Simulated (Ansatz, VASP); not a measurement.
# Si in VASP and in Ansatz

```xyz
2
Lattice="3.9241 0.0000 0.0000 -1.9621 3.3984 0.0000 0.0000 0.0000 28.0000" Properties=species:S:1:pos:R:3 pbc="T T T"
Si    0.0000    2.2656   14.2000
Si    1.9621    1.1328   13.8000
```

Change from the starting cell: biaxial strain +0.020, atoms relaxed.

Alike in both runs: functional PBE; dispersion D3(BJ); k mesh 15 × 15 × 1; occupations gaussian, width 0.1 eV; no spin polarisation.

Ansatz relaxed the structure, and its values are those at the end. VASP's run is a single point on that final structure, the one shown.

|  | VASP | Ansatz |
| --- | --- | --- |
| version | VASP 6.6.1 | Ansatz 0.2.0 |
| potentials or method | VASP PAW PBE potentials, release 64 (Si), cutoff 520 eV | scalar-relativistic, plane waves, PAW |
| valence electrons in the cell | 8 | 8 |

|  | VASP | Ansatz | Ansatz less VASP |
| --- | --- | --- | --- |
| gap on the k mesh at the Fermi level (eV) | none | none | - |
| work function, face that differs most (eV) | 4.62 | 4.62 | -0.003 |

A gap of «none» marks a metal or a gap that the smearing closes. Ansatz's warnings: stress scf threshold loose.
